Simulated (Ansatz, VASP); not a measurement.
**One calculation of KF, two programs**

The input INCAR:

```
SYSTEM = KF
PREC = Accurate
ENCUT = 520
EDIFF = 1E-6
ISMEAR = 0
SIGMA = 0.05
LREAL = .FALSE.
LASPH = .TRUE.
NELM = 80
ALGO = Normal
ISIF = 2
LWAVE = .FALSE.
LCHARG = .FALSE.
NBANDS = 15
```

KPOINTS

```
Automatic mesh
0
G
  8 8 8
  0 0 0
```

File POSCAR:

```
KF
1.0
   -0.0278034672      2.5951651340      2.5951651340
    2.5951651340     -0.0278034672      2.5951651340
    2.5951651340      2.5951651340     -0.0278034672
K F
1 1
Direct
    0.0000000000      0.0000000000      0.0000000000
    0.5000000000      0.5000000000      0.5000000000
```

Input for Ansatz:

```yaml
crystal:
  lattice:
    - [-0.0278034672, 2.595165134, 2.595165134]
    - [2.595165134, -0.0278034672, 2.595165134]
    - [2.595165134, 2.595165134, -0.0278034672]
  atoms:
    - { symbol: K, position: [0.0, 0.0, 0.0] }
    - { symbol: F, position: [0.5, 0.5, 0.5] }
basis:
  ecutwfc: 520.0
kpoints:
  mp_grid: { grid: [8, 8, 8] }
hamiltonian:
  xc: lda
scf:
  occupations: { method: gaussian, width: 0.05 }
output:
  forces: true
  stress: true
  eigenvalues: true
```

Alike in both runs: task single point; functional LDA; k mesh 8 × 8 × 8; occupations gaussian, width 0.05 eV; no spin polarisation.

```csv
,VASP,Ansatz
version,VASP 6.6.1,Ansatz 0.2.0
potentials or method,"VASP PAW LDA potentials, release 64 (K_sv, F), cutoff 520 eV","scalar-relativistic, plane waves, PAW"
valence electrons in the cell,16,16
```

```tsv
	VASP	Ansatz	Ansatz less VASP
gap on the k mesh at the Fermi level (eV)	6.16	6.17	+0.018
least direct gap on the mesh (eV)	6.16	6.17	+0.018
pressure (GPa)	-1.1	-1.3	-0.19
traceless stress, the component that is largest in VASP (GPa)	0.15	0.15	+0.002
```

LDA's correlation is that of Perdew and Zunger in VASP and of Perdew and Wang (1992) in Ansatz.
